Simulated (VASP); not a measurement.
A run of VASP 6.6.1 is set up as follows.

File INCAR:

```
SYSTEM = AlN
PREC = Accurate
ENCUT = 520
EDIFF = 1E-6
ISMEAR = 0
SIGMA = 0.05
LREAL = .False.
LASPH = .True.
NELM = 80
ALGO = Normal
ISIF = 2
LWAVE = .False.
LCHARG = .False.
GGA = PE
NBANDS = 16
```

The input KPOINTS:

```
Automatic mesh
0
Gamma
  9 9 6
  0 0 0
```

File POSCAR:

```
AlN
1.0
    3.3134793403      0.0000000000      0.0000000000
   -1.6567396702      2.8695572836      0.0000000000
    0.0000000000      0.0000000000      4.6901000000
Al N
2 2
Direct
    0.3333333333      0.6666666667      0.7500000000
    0.6666666667      0.3333333333      0.2500000000
    0.3333333333      0.6666666667      0.2500000000
    0.6666666667      0.3333333333      0.7500000000
```

Potentials or basis: VASP PAW PBE potentials, release 64 (Al, N).

Command:

```console
$ cat potpaw_PBE.64/Al/POTCAR potpaw_PBE.64/N/POTCAR > POTCAR
$ mpirun -np 1 vasp_std > vasp.out
```

Task: Estimate the band gap on the k mesh.

Result: 2.14 eV, direct.

Task: What does it give for the pressure?

Result: -13.5 GPa.

Stress tensor (GPa, compression positive):
```
-12.31   0.00   0.00
  0.00 -12.31   0.00
  0.00   0.00 -15.91
```
